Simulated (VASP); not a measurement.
Input of a VASP 6.6.1 run:

File INCAR:

```
SYSTEM = Ge
PREC = Accurate ; ENCUT = 520
EDIFF = 1E-7 ; ISMEAR = 1
SIGMA = 0.005 ; LREAL = .FALSE.
LASPH = .TRUE. ; NELM = 150
ALGO = Normal ; ISIF = 2
LWAVE = .FALSE. ; LCHARG = .FALSE.
LNONCOLLINEAR = .TRUE. ; MAGMOM = 0 0 0
LORBIT = 11 ; LSORBIT = .TRUE.
GGA_COMPAT = .FALSE. ; LORBMOM = .TRUE.
GGA = PE ; NBANDS = 25
```

KPOINTS

```
regular mesh
0
G
  8 8 8
  0 0 0
```

File POSCAR:

```
Ge
1.0
   -0.0282083000      2.1019966500      2.1134578200
    2.0716247400     -0.0325513900      2.1178009100
    2.0429605600      2.0776755600     -0.0038872100
Ge
1
Direct
    0.0000000000      0.0000000000      0.0000000000
```

Potentials or basis: VASP PAW PBE potentials, release 64 (Ge_d).

The run is started by

```console
$ cat potpaw_PBE.64/Ge_d/POTCAR > POTCAR
$ mpirun -np 1 vasp_ncl > vasp.out
```

Question: Predict the pressure.

Answer: 4.3 GPa.

Question: What does it give for the net moment?

Answer: 0.00 μB per cell.

Stress tensor (GPa, compression positive):
```
 4.17 -0.95 -0.46
-0.95  4.09 -0.40
-0.46 -0.40  4.74
```

Caveat: the cell stands under pressure.
